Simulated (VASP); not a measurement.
# CdS (F-43m) in VASP: notebook

The runs below take CdS through single point, with PBE.

Everything below comes from runs of VASP 6.6.1. Logs are shortened: lines on timing, memory, paths and dates and some standing lists are left out, and cuts for length are marked.

**1. The cell of the first run**

Symmetry: F-43m, No. 216, cubic system. The conventional cell has a = 5.839 Å, b = 5.839 Å, c = 5.839 Å, α = 90.00°, β = 90.00°, γ = 90.00°. Cd (site symmetry -43m) has 4 S at 2.53 Å within 3.3 Å. Within 3.3 Å of S (site symmetry -43m) lie 4 Cd at 2.53 Å.

**2. Single point, PBE**

File INCAR:

```
PREC = Accurate
ENCUT = 520
EDIFF = 1E-7
ISMEAR = 0
SIGMA = 0.05
LREAL = F
LASPH = T
NELM = 100
ALGO = Normal
ISIF = 2
LWAVE = F
LCHARG = F
GGA = PE
NBANDS = 16
```

File KPOINTS:

```
Automatic mesh
0
Gamma
  10 10 10
```

File POSCAR:

```
CdS
1.0
    0.0000000000      2.9196678451      2.9196678451
    2.9196678451      0.0000000000      2.9196678451
    2.9196678451      2.9196678451      0.0000000000
Cd S
1 1
Direct
    0.0000000000      0.0000000000      0.0000000000
    0.7500000000      0.7500000000      0.7500000000
```

Potentials or basis: VASP PAW PBE potentials, release 64 (Cd, S).

Command:

```
cat potpaw_PBE.64/Cd/POTCAR potpaw_PBE.64/S/POTCAR > POTCAR
mpirun -np 1 vasp_std > vasp.out
```

OUTCAR:

```text
PREC = Accurate
   ENCUT = 520
   EDIFF = 1E-7
   ISMEAR = 0
   LREAL = F
   LASPH = T
   NELM = 100
   ISIF = 2
   GGA = PE

 ion  position               nearest neighbor table
   1  0.000  0.000  0.000-   2 2.53   2 2.53   2 2.53   2 2.53
   2  0.750  0.750  0.750-   1 2.53   1 2.53   1 2.53   1 2.53

  LATTYP: Found a face centered cubic cell.
 ALAT       =     5.8393356902

  Lattice vectors:

 A1 = (   0.0000000000,   2.9196678451,   2.9196678451)
 A2 = (   2.9196678451,   0.0000000000,   2.9196678451)
 A3 = (   2.9196678451,   2.9196678451,   0.0000000000)

Analysis of symmetry for initial positions (statically):
=====================================================================
 Subroutine PRICEL returns:
 Original cell was already a primitive cell.

 Routine SETGRP: Setting up the symmetry group for a
 face centered cubic supercell.

 Subroutine GETGRP returns: Found 24 space group operations
 (whereof 24 operations were pure point group operations)
 out of a pool of 48 trial point group operations.

The static configuration has the point symmetry T_d .

Analysis of symmetry for dynamics (positions and initial velocities):
=====================================================================
 Subroutine PRICEL returns:
 Original cell was already a primitive cell.

 Routine SETGRP: Setting up the symmetry group for a
 face centered cubic supercell.

 Subroutine GETGRP returns: Found 24 space group operations
 (whereof 24 operations were pure point group operations)
 out of a pool of 48 trial point group operations.

The dynamic configuration has the point symmetry T_d .

 Subroutine INISYM returns: Found 24 space group operations
 (whereof 24 operations are pure point group operations),
 and found     1 'primitive' translations

----------------------------------------------------------------------------------------

                                     Primitive cell

  volume of cell :      49.7772

  direct lattice vectors                    reciprocal lattice vectors
     0.000000000  2.919667845  2.919667845    -0.171252357  0.171252357  0.171252357
     2.919667845  0.000000000  2.919667845     0.171252357 -0.171252357  0.171252357
     2.919667845  2.919667845  0.000000000     0.171252357  0.171252357 -0.171252357

  length of vectors
     4.129033864  4.129033864  4.129033864     0.296617783  0.296617783  0.296617783

  position of ions in fractional coordinates (direct lattice)
     0.000000000  0.000000000  0.000000000
     0.750000000  0.750000000  0.750000000

[... 76 lines left out ...]
   EDIFF  = 0.1E-06   stopping-criterion for ELM
   LREAL  =      F    real-space projection
   EDIFFG = 0.1E-05   stopping-criterion for IOM
   NSW    =      0    number of steps for IOM
   IBRION =     -1    ionic relax: 0-MD 1-quasi-New 2-CG
   NFREE  =      0    steps in history (QN), initial steepest desc. (CG)
   ISIF   =      2    stress and relaxation
   ISYM   =      2    0-nonsym 1-usesym 2-fastsym
   POTIM  = 0.5000    time-step for ionic-motion
   TEBEG  =    0.0;   TEEND  =   0.0 temperature during run
   PSTRESS=    0.0 pullay stress
   NELECT =      18.0000    total number of electrons
   NUPDOWN=      -1.0000    fix difference up-down
   EMIN   =  10.00;   EMAX   =-10.00  energy-range for DOS
   EFERMI =   0.00;   METHOD = LEGACY
   ISMEAR =     0;   SIGMA  =   0.05  broadening in eV -4-tet -1-fermi 0-gaus
   EFERMI_NEDOS =   21; number of points for ismear=-14 and -15
   IALGO  =     38    algorithm
   IMIX   =      4    mixing-type and parameters
     AMIX     =   0.40;   BMIX     =  1.00
     AMIX_MAG =   1.60;   BMIX_MAG =  1.00
  volume/ion in A,a.u.               =      24.89       167.96
  Fermi-wavevector in a.u.,A,eV,Ry     =   1.166332  2.204048 18.508420  1.360331
  Thomas-Fermi vector in A             =   2.302847
   LORBIT       =      0    0 simple, 1 ext, 2 COOP (PROOUT), +10 PAW based schemes
   GGA     = PE    functional components
   LHFCALC =     F    Hartree Fock is set to
   AEXX    =    0.0000 exact exchange contribution
   IVDW    =     0    specifies the selected vdW correction
   LEPSILON=     F    determine dielectric tensor
   LRPA    =     F    only Hartree local field effects (RPA)
 non-spin polarized calculation
 Gauss-broadening in eV      SIGMA  =   0.05
  energy-cutoff  :      520.00
  volume of cell :       49.78
 maximum number of plane-waves:      1363
   NGX = 15   NGY = 15   NGZ = 15

 number of electron      18.0000005 magnetization

 Free energy of the ion-electron system (eV)
  ---------------------------------------------------
  ext. energy  EPLUGINS =         0.00000000
  ---------------------------------------------------
  free energy    TOTEN  =        -6.12469289 eV

  energy without entropy =       -6.12469289  energy(sigma->0) =       -6.12469289

 E-fermi :   1.4940     XC(G=0):  -9.1346

 val. band max:        1.2860419177   @ k =   0.0000   0.0000   0.0000
 cond. band min:       2.4288345151   @ k =   0.0000   0.0000   0.0000
 fundamental gap:      1.1427925974
 Fermi energy:         1.4940263264

 k-point     1 :       0.0000    0.0000    0.0000
  band No.  band energies     occupation
      1     -11.0638      2.00000
      2      -6.4299      2.00000
      3      -6.4299      2.00000
      4      -6.4299      2.00000
      5      -5.9544      2.00000
      6      -5.9544      2.00000
[... 433 lines left out ...]
      3      -6.1743      2.00000
      4      -6.1351      2.00000
      5      -5.8887      2.00000
      6      -5.7647      2.00000
[... 8 lines left out ...]
     15      13.6233      0.00000
     16      15.8420      0.00000

 [... further k-points ...]

------------------------ aborting loop because EDIFF is reached ----------------------------------------

  FORCE on cell =-STRESS in cart. coord.  units (eV):
  Direction    XX          YY          ZZ          XY          YZ          ZX
  --------------------------------------------------------------------------------------
  -------------------------------------------------------------------------------------
  Total        0.9288565      0.9288565      0.9288565     -0.0000000      0.0000000      0.0000000
  in kB       29.8970878     29.8970878     29.8970878     -0.0000000      0.0000000      0.0000000
  external PRESSURE =      29.8970878 kB  Pullay stress =       0.0000000 kB

 VOLUME and BASIS-vectors are now :
 -----------------------------------------------------------------------------
  energy-cutoff  :      520.00
  volume of cell :       49.78
      direct lattice vectors                 reciprocal lattice vectors
     0.000000000  2.919667845  2.919667845    -0.171252357  0.171252357  0.171252357
     2.919667845  0.000000000  2.919667845     0.171252357 -0.171252357  0.171252357
     2.919667845  2.919667845  0.000000000     0.171252357  0.171252357 -0.171252357

 POSITION                                       TOTAL-FORCE (eV/Angst)
 -----------------------------------------------------------------------------------
      0.00000      0.00000      0.00000        -0.000000     -0.000000     -0.000000
      4.37950      4.37950      4.37950         0.000000      0.000000      0.000000
 -----------------------------------------------------------------------------------
    total drift:                                0.000000      0.000000      0.000000

  FREE ENERGIE OF THE ION-ELECTRON SYSTEM (eV)
  ---------------------------------------------------
  free  energy   TOTEN  =        -6.1246928926 eV

  energy  without entropy=       -6.1246928926  energy(sigma->0) =       -6.12469289
```

OSZICAR:

```text
N       E                     dE             d eps       ncg     rms          rms(c)
DAV:   1     0.107590658100E+03    0.10759E+03   -0.90241E+03  1544   0.103E+03
DAV:   2    -0.258944280945E+01   -0.11018E+03   -0.10310E+03  1864   0.250E+02
DAV:   3    -0.664440686949E+01   -0.40550E+01   -0.40490E+01  1824   0.503E+01
DAV:   4    -0.666882948489E+01   -0.24423E-01   -0.24421E-01  1968   0.382E+00
DAV:   5    -0.666916145153E+01   -0.33197E-03   -0.33197E-03  1824   0.419E-01    0.806E+00
DAV:   6    -0.614354569335E+01    0.52562E+00   -0.83704E-01  2312   0.115E+01    0.648E+00
DAV:   7    -0.612427644454E+01    0.19269E-01   -0.19650E-01  1896   0.304E+00    0.315E+00
DAV:   8    -0.612457119885E+01   -0.29475E-03   -0.18029E-02  1856   0.170E+00    0.305E-01
DAV:   9    -0.612449552322E+01    0.75676E-04   -0.20833E-03  1768   0.676E-01    0.581E-02
DAV:  10    -0.612461759340E+01   -0.12207E-03   -0.24333E-04  1912   0.159E-01    0.665E-02
DAV:  11    -0.612469986240E+01   -0.82269E-04   -0.12945E-04  1824   0.910E-02    0.219E-02
DAV:  12    -0.612469194005E+01    0.79223E-05   -0.25155E-05  2016   0.654E-02    0.101E-02
DAV:  13    -0.612469325343E+01   -0.13134E-05   -0.44067E-06  1752   0.125E-02    0.124E-02
DAV:  14    -0.612469290587E+01    0.34756E-06   -0.37025E-07  2016   0.349E-03    0.511E-03
DAV:  15    -0.612469289259E+01    0.13285E-07   -0.32179E-08  1088   0.116E-03
   1 F= -.61246929E+01 E0= -.61246929E+01  d E =-.258768E-11
```

stdout:

```text
POSCAR found type information on POSCAR CdS
 POSCAR found :  2 types and       2 ions
 scaLAPACK will be used
 LDA part: xc-table for (Slater+PW92), standard interpolation
 POSCAR, INCAR and KPOINTS ok, starting setup
 FFT: planning ... GRIDC
 FFT: planning ... GRID_SOFT
 FFT: planning ... GRID
 WAVECAR not read
 entering main loop
```

Wall time 15 s (1 thread of Intel Xeon Platinum 8559C (Emerald Rapids), shared host); peak memory 0.18 GiB.

Results:

```
Free energy            : -6.1247 eV
Pressure               : 3.0 GPa
Band gap on the k mesh : 1.14 eV, direct
```

**3. Single point, PBE (volume scaled by 0.960)**

File INCAR:

```
  PREC = Accurate
  ENCUT = 520
  EDIFF = 1E-7
  ISMEAR = 0
  SIGMA = 0.05
  LREAL = F
  LASPH = T
  NELM = 80
  ALGO = Normal
  ISIF = 2
  LWAVE = F
  LCHARG = F
  GGA = PE
  NBANDS = 16
```

File KPOINTS:

```
regular mesh
0
Gamma
  10 10 10
```

File POSCAR:

```
CdS
1.0
    0.0000000000      2.9233037910      2.9233037910
    2.9233037910      0.0000000000      2.9233037910
    2.9233037910      2.9233037910      0.0000000000
Cd S
1 1
Direct
    0.0000000000      0.0000000000      0.0000000000
    0.7500000000      0.7500000000      0.7500000000
```

Potentials or basis: VASP PAW PBE potentials, release 64 (Cd, S).

Command:

```
cat potpaw_PBE.64/Cd/POTCAR potpaw_PBE.64/S/POTCAR > POTCAR
mpirun -np 1 vasp_std > vasp.out
```

OUTCAR:

```text
PREC = Accurate
   ENCUT = 520
   EDIFF = 1E-7
   ISMEAR = 0
   LREAL = F
   LASPH = T
   NELM = 80
   ISIF = 2
   GGA = PE

 ion  position               nearest neighbor table
   1  0.000  0.000  0.000-   2 2.53   2 2.53   2 2.53   2 2.53
   2  0.750  0.750  0.750-   1 2.53   1 2.53   1 2.53   1 2.53

  LATTYP: Found a face centered cubic cell.
 ALAT       =     5.8466075820

  Lattice vectors:

 A1 = (   0.0000000000,   2.9233037910,   2.9233037910)
[... 642 lines left out ...]
------------------------ aborting loop because EDIFF is reached ----------------------------------------

  FORCE on cell =-STRESS in cart. coord.  units (eV):
  Direction    XX          YY          ZZ          XY          YZ          ZX
  --------------------------------------------------------------------------------------
  -------------------------------------------------------------------------------------
  Total        0.8551244      0.8551244      0.8551244      0.0000000      0.0000000      0.0000000
  in kB       27.4212986     27.4212986     27.4212986      0.0000000      0.0000000      0.0000000
  external PRESSURE =      27.4212986 kB  Pullay stress =       0.0000000 kB

 VOLUME and BASIS-vectors are now :
 -----------------------------------------------------------------------------
  energy-cutoff  :      520.00
  volume of cell :       49.96
      direct lattice vectors                 reciprocal lattice vectors
     0.000000000  2.923303791  2.923303791    -0.171039357  0.171039357  0.171039357
     2.923303791  0.000000000  2.923303791     0.171039357 -0.171039357  0.171039357
     2.923303791  2.923303791  0.000000000     0.171039357  0.171039357 -0.171039357

 POSITION                                       TOTAL-FORCE (eV/Angst)
 -----------------------------------------------------------------------------------
      0.00000      0.00000      0.00000        -0.000000      0.000000     -0.000000
      4.38496      4.38496      4.38496         0.000000     -0.000000      0.000000
 -----------------------------------------------------------------------------------
    total drift:                                0.000000      0.000000      0.000000

  FREE ENERGIE OF THE ION-ELECTRON SYSTEM (eV)
  ---------------------------------------------------
  free  energy   TOTEN  =        -6.1280458594 eV

  energy  without entropy=       -6.1280458594  energy(sigma->0) =       -6.12804586
```

It took 15 s on 1 thread of Intel Xeon Platinum 8559C (Emerald Rapids), shared host; peak memory 0.19 GiB.

What came out:

* Free energy: -6.1280 eV
* Pressure: 2.7 GPa
* Band gap on the k mesh: 1.13 eV, direct

Caveat: the cell differs from its parent crystal (volume scaled by 0.960).

**4. Single point, PBE**

This run uses another cell than the first one, of 25.33 Å³/atom, 1.018 times its volume.

File INCAR:

```
SYSTEM = CdS
PREC = Accurate
ENCUT = 520
EDIFF = 1E-6
ISMEAR = 0
SIGMA = 0.05
LREAL = .FALSE.
LASPH = .TRUE.
NELM = 100
ALGO = Normal
ISIF = 2
LWAVE = .FALSE.
LCHARG = .FALSE.
GGA = PE
NBANDS = 16
```

File KPOINTS:

```
regular mesh
0
G
  10 10 10
  0 0 0
```

File POSCAR:

```
CdS
1.0
    0.0000000000      2.9366599940      2.9366599940
    2.9366599940      0.0000000000      2.9366599940
    2.9366599940      2.9366599940      0.0000000000
Cd S
1 1
Direct
    0.0000000000      0.0000000000      0.0000000000
    0.7500000000      0.7500000000      0.7500000000
```

Command:

```
cat potpaw_PBE.64/Cd/POTCAR potpaw_PBE.64/S/POTCAR > POTCAR
mpirun -np 1 vasp_std > vasp.out
```

Run time: 15 s. Hardware: 1 thread of Intel Xeon Platinum 8559C (Emerald Rapids), shared host; peak memory 0.18 GiB.

The run converged. Its results:

```
Free energy            : -6.1380 eV
Pressure               : 1.9 GPa
Band gap on the k mesh : 1.10 eV, direct
```

Levels at points of the mesh, in eV from the valence-band top:
```tsv
k point	band 5	band 6	band 7	band 8	band 9	band 10	band 11	band 12	band 13	band 14
(0.00, 0.00, 0.00)	-7.20	-7.20	0.00	0.00	0.00	1.10	6.55	6.55	6.55	11.33
(0.50, 0.00, 0.00)	-7.17	-6.84	-4.28	-0.72	-0.72	2.98	7.01	7.01	7.42	11.02
(0.50, 0.50, 0.00)	-7.12	-6.78	-3.86	-1.81	-1.81	3.59	4.32	9.15	10.66	10.66
```

**5. Overview**

| cell | gap on the mesh (eV) | pressure (GPa) |
| --- | --- | --- |
| a = 4.129 Å, angles 60.0°, 2 atoms | 1.14 | 3.0 |
| a = 4.134 Å, angles 60.0°, 2 atoms | 1.13 | 2.7 |
| a = 4.153 Å, angles 60.0°, 2 atoms | 1.10 | 1.9 |

Alike in all rows: task single point; level PBE; potentials or basis VASP PAW PBE potentials, release 64 (Cd, S); no spin polarisation; k mesh 10 × 10 × 10; cutoff (eV) 520; smearing gaussian 0.05 eV.

Absolute energies hang on the potentials; compare differences alone.
